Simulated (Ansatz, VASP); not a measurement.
# Two plane-wave programs on Al

```
Al
1.0
     2.72125    0.00000    0.00000
    -1.36062    2.35667    0.00000
     0.00000    0.00000    4.39291
Al
2
Cartesian
  0.0000 1.5711 1.0982
  1.3606 0.7856 3.2947
```

Alike in both runs: task single point; functional r2SCAN; k mesh 14 × 14 × 8; occupations fermi-dirac, width 0.1 eV; no spin polarisation.

```csv
,VASP,Ansatz
version,VASP 6.6.1,Ansatz 0.2.0
potentials or method,"VASP PAW PBE potentials, release 64 (Al), cutoff 520 eV","plane waves (500 eV) with PAW, scalar-relativistic"
valence electrons in the cell,6,6
```

|  | VASP | Ansatz | Ansatz less VASP |
| --- | --- | --- | --- |
| pressure (GPa) | 14.5 | 15.0 | +0.44 |
| traceless stress, the component that is largest in VASP (GPa) | 2.08 | 2.09 | +0.007 |

VASP's potentials were made for PBE, not for r2SCAN.
